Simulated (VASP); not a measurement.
# Au (Fm-3m) in VASP: notebook, part 2 of 2

VASP 6.6.1. Earlier steps stand in the parts before.

## 6. Single point, PBEsol

This run uses another cell than the first one, of 16.83 Å³/atom, 1.062 times its volume.

File INCAR:

```
SYSTEM = Au
  PREC = Accurate
  ENCUT = 520
  EDIFF = 1E-6
  ISMEAR = -1
  SIGMA = 0.05
  LREAL = .FALSE.
  LASPH = .TRUE.
  NELM = 60
  ALGO = Normal
  ISIF = 2
  LWAVE = .FALSE.
  LCHARG = .FALSE.
  GGA = PS
  NBANDS = 12
```

File KPOINTS:

```
regular mesh
0
G
  11 11 11
  0 0 0
```

File POSCAR:

```
Au
1.0
    0.0000000000      2.0338471627      2.0338471627
    2.0338471627      0.0000000000      2.0338471627
    2.0338471627      2.0338471627      0.0000000000
Au
1
Direct
    0.0000000000      0.0000000000      0.0000000000
```

Potentials or basis: VASP PAW PBE potentials, release 64 (Au).

Command:

```console
$ cat potpaw_PBE.64/Au/POTCAR > POTCAR
$ mpirun -np 1 vasp_std > vasp.out
```

OUTCAR:

```text
SYSTEM = Au
   PREC = Accurate
   ENCUT = 520
   EDIFF = 1E-6
   ISMEAR = -1
   LREAL = .FALSE.
   LASPH = .TRUE.
   NELM = 60
   ISIF = 2
   GGA = PS

 ion  position               nearest neighbor table
   1  0.000  0.000  0.000-

  LATTYP: Found a face centered cubic cell.
 ALAT       =     4.0676943254

  Lattice vectors:

 A1 = (   0.0000000000,   2.0338471627,   2.0338471627)
 A2 = (   2.0338471627,   0.0000000000,   2.0338471627)
 A3 = (   2.0338471627,   2.0338471627,   0.0000000000)

Analysis of symmetry for initial positions (statically):
=====================================================================
 Subroutine PRICEL returns:
 Original cell was already a primitive cell.

 Routine SETGRP: Setting up the symmetry group for a
 face centered cubic supercell.

 Subroutine GETGRP returns: Found 48 space group operations
[... 9 lines left out ...]

 Routine SETGRP: Setting up the symmetry group for a
 face centered cubic supercell.

 Subroutine GETGRP returns: Found 48 space group operations
[... 11 lines left out ...]
                                     Primitive cell

  volume of cell :      16.8262
[... 143 lines left out ...]
  band No.  band energies     occupation
      1      -0.5642      2.00000
      2       4.7456      2.00000
      3       4.7456      2.00000
      4       4.7456      2.00000
      5       6.3090      2.00000
      6       6.3090      2.00000
      7      23.9765      0.00000
      8      28.0415      0.00000
      9      28.0415      0.00000
     10      28.0415      0.00000
     11      32.9495      0.00000
     12      37.7574      0.00000
[... 331 lines left out ...]
 k-point    24 :      -0.1818    0.1818    0.0000
  band No.  band energies     occupation
      1       2.0415      2.00000
      2       4.1157      2.00000
      3       4.9450      2.00000
      4       5.6395      2.00000
      5       5.6838      2.00000
      6       7.5316      2.00000
      7      20.9016      0.00000
      8      22.9047      0.00000
      9      27.1943      0.00000
     10      28.7046      0.00000
     11      31.4498      0.00000
     12      34.1621      0.00000

 [... further k-points ...]

------------------------ aborting loop because EDIFF is reached ----------------------------------------

  FORCE on cell =-STRESS in cart. coord.  units (eV):
  Direction    XX          YY          ZZ          XY          YZ          ZX
  --------------------------------------------------------------------------------------
  -------------------------------------------------------------------------------------
  Total        0.1774160      0.1774160      0.1774160      0.0000000      0.0000000     -0.0000000
  in kB       16.8934534     16.8934534     16.8934534      0.0000000      0.0000000     -0.0000000
  external PRESSURE =      16.8934534 kB  Pullay stress =       0.0000000 kB

 VOLUME and BASIS-vectors are now :
 -----------------------------------------------------------------------------
  energy-cutoff  :      520.00
  volume of cell :       16.83
      direct lattice vectors                 reciprocal lattice vectors
     0.000000000  2.033847163  2.033847163    -0.245839515  0.245839515  0.245839515
     2.033847163  0.000000000  2.033847163     0.245839515 -0.245839515  0.245839515
     2.033847163  2.033847163  0.000000000     0.245839515  0.245839515 -0.245839515

 POSITION                                       TOTAL-FORCE (eV/Angst)
 -----------------------------------------------------------------------------------
      0.00000      0.00000      0.00000         0.000000      0.000000      0.000000
 -----------------------------------------------------------------------------------
    total drift:                                0.000000     -0.000000      0.000000

  FREE ENERGIE OF THE ION-ELECTRON SYSTEM (eV)
  ---------------------------------------------------
  free  energy   TOTEN  =        -3.9320756704 eV

  energy  without entropy=       -3.9305889152  energy(sigma->0) =       -3.93133229
```

OSZICAR:

```text
N       E                     dE             d eps       ncg     rms          rms(c)
DAV:   1     0.491925232859E+02    0.49193E+02   -0.56148E+03  1392   0.818E+02
DAV:   2    -0.360005313470E+01   -0.52793E+02   -0.50009E+02  1584   0.189E+02
DAV:   3    -0.426947142928E+01   -0.66942E+00   -0.66898E+00  1608   0.206E+01
DAV:   4    -0.427171025430E+01   -0.22388E-02   -0.22387E-02  1616   0.137E+00
DAV:   5    -0.427172586177E+01   -0.15607E-04   -0.15606E-04  1664   0.108E-01    0.994E+00
DAV:   6    -0.395826289565E+01    0.31346E+00   -0.83872E-01  1440   0.737E+00    0.613E+00
DAV:   7    -0.393513926368E+01    0.23124E-01   -0.72575E-02  1596   0.215E+00    0.291E+00
DAV:   8    -0.393208443907E+01    0.30548E-02   -0.15682E-03  1496   0.371E-01    0.285E-01
DAV:   9    -0.393207330039E+01    0.11139E-04   -0.12077E-05  1620   0.280E-02    0.168E-02
DAV:  10    -0.393207564599E+01   -0.23456E-05   -0.12847E-06  1612   0.884E-03    0.727E-04
DAV:  11    -0.393207567040E+01   -0.24405E-07   -0.46307E-08   856   0.175E-03
   1 F= -.39320757E+01 E0= -.39313323E+01  d E =-.148676E-02
```

It took 7.4 s on 1 thread of AMD EPYC 9R45 (Zen 5), shared host; peak memory 0.11 GiB.

What came out:

* Free energy: -3.9321 eV
* Pressure: 1.7 GPa

Levels at points of the mesh, in eV from the Fermi level:
```csv
k point,band 2,band 3,band 4,band 5,band 6,band 7,band 8,band 9,band 10,band 11
"(0.00, 0.00, 0.00)",-4.75,-4.75,-4.75,-3.18,-3.18,14.48,18.55,18.55,18.55,23.46
```

Caveat: the PAW data sets were made with another functional, which shifts forces and pressure a little; spin-orbit coupling is left out, which moves the levels of the heavy elements.

## 7. Overview

| level | potentials or basis | cell | gap on the mesh (eV) | pressure (GPa) |
| --- | --- | --- | --- | --- |
| LDA | VASP PAW LDA potentials, release 64 (Au) | a = 2.819 Å, angles 60.0°, 1 atom | none | 10.6 |
| LDA | VASP PAW LDA potentials, release 64 (Au) | a = 2.916 Å, angles 60.0°, 1 atom | none | -8.9 |
| PBEsol | VASP PAW PBE potentials, release 64 (Au) | a = 2.803 Å, angles 60.0°, 1 atom | none | 19.7 |
| PBEsol | VASP PAW PBE potentials, release 64 (Au) | a = 2.772 Å, angles 60.0°, 1 atom | none | 29.7 |
| PBEsol | VASP PAW PBE potentials, release 64 (Au) | a = 2.876 Å, angles 60.0°, 1 atom | none | 1.7 |

Alike in all rows: task single point; no spin polarisation; k mesh 11 × 11 × 11; cutoff (eV) 520; smearing fermi-dirac 0.05 eV.

Caveats: spin-orbit coupling is left out, which moves the levels of the heavy elements; the PAW data sets were made with another functional, which shifts forces and pressure a little (some runs).

Total energies depend on the potentials used, so only differences within one code and one set of settings carry meaning.
